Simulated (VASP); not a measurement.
Set up this calculation in VASP 6.6.1, as the native input.

| Item | Value |
| --- | --- |
| Task | single point |
| Functional | PBE |
| Potentials or basis | VASP PAW PBE potentials, release 64 (Hg, Te) |
| Cutoff | 520 eV |
| k mesh | 10 × 10 × 8 |
| Occupations | gaussian, width 0.15 eV |
| Spin | no spin polarisation |
| Dipole correction | no |
| Further INCAR settings | ALGO = Normal; EDIFF = 1e-07; NBANDS = 26 |

The structure of HgTe lies in POSCAR:

```
HgTe
1.0
    2.8181081574     -3.6523073262      0.0000000000
    2.8181081574      3.6523073262      0.0000000000
    0.0000000000      0.0000000000      5.8781768394
Hg Te
2 2
Direct
    0.3319444959      0.6680555041      0.7500000000
    0.6680555041      0.3319444959      0.2500000000
    0.7707545029      0.2292454971      0.7500000000
    0.2292454971      0.7707545029      0.2500000000
```

This cell differs from its parent crystal: strain -0.0500 x Voigt [1, -1, 0, 0, 0, 0].

These files were run (other wordings do the same):

INCAR

```
SYSTEM = HgTe
PREC = Accurate
ENCUT = 520
EDIFF = 1E-7
ISMEAR = 0
SIGMA = 0.15
LREAL = .FALSE.
LASPH = .TRUE.
NELM = 80
ALGO = Normal
ISIF = 2
LWAVE = .FALSE.
LCHARG = .TRUE.
GGA = PE
LELF = .TRUE.
LVHAR = .TRUE.
NBANDS = 26
```

KPOINTS

```
regular mesh
0
G
  10 10 8
  0 0 0
```

Potentials or basis: VASP PAW PBE potentials, release 64 (Hg, Te).

Launch:

```sh
$ cat potpaw_PBE.64/Hg/POTCAR potpaw_PBE.64/Te/POTCAR > POTCAR
$ mpirun -np 1 vasp_std > vasp.out
```

It gave:

The pressure is 1.9 GPa and the largest force is 0.228 eV/Å. The band gap on the k mesh is zero (band 18 reaches 4.46 eV, above the bottom of band 19 at 2.48 eV).

Caveat: the cell differs from its parent crystal (strain -0.0500 x Voigt [1, -1, 0, 0, 0, 0]); spin-orbit coupling is left out, which moves the levels of the heavy elements.

Wall time 5 min on 1 thread of AMD EPYC 9R45 96-Core Processor (Zen 5), on a shared host, peak memory 0.51 GiB.
